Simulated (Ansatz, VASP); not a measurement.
## Two plane-wave programs on Si3N4

```
Si N
1.0
     0.00000    3.87199    3.87199
     3.87199    0.00000    3.87199
     3.87199    3.87199    0.00000
Si N
6 8
Direct
  0.12500 0.12500 0.62500
  0.12500 0.62500 0.12500
  0.62500 0.12500 0.12500
  0.12500 0.12500 0.12500
  0.75000 0.75000 0.75000
  0.50000 0.50000 0.50000
  0.36755 0.36755 0.36755
  0.35265 0.88245 0.88245
  0.88245 0.88245 0.35265
  0.88245 0.35265 0.88245
  0.36755 0.36755 0.89735
  0.36755 0.89735 0.36755
  0.88245 0.88245 0.88245
  0.89735 0.36755 0.36755
```

Alike in both runs: functional PBEsol; k mesh 6 × 6 × 6; occupations gaussian, width 0.02 eV; no spin polarisation.

Ansatz relaxed the structure, and its values are those at the end. VASP's run is a single point on that final structure, the one shown.

|  | VASP | Ansatz |
| --- | --- | --- |
| version | VASP 6.6.1 | Ansatz 0.2.0 |
| potentials or method | VASP PAW PBE potentials, release 64 (Si, N), cutoff 520 eV | scalar-relativistic, plane waves, PAW |
| valence electrons in the cell | 64 | 64 |

```tsv
	VASP	Ansatz	Ansatz less VASP
gap on the k mesh at the Fermi level (eV)	3.28	3.29	+0.007
least direct gap on the mesh (eV)	3.32	3.32	+0.008
pressure (GPa)	0.3	0.0	-0.35
rms of the force components (eV/Å)	0.004	0.000	-0.0039
```

VASP's potentials were made for PBE, not for PBEsol. The functional is the same, so the differences come from potentials, cutoffs and numerics.
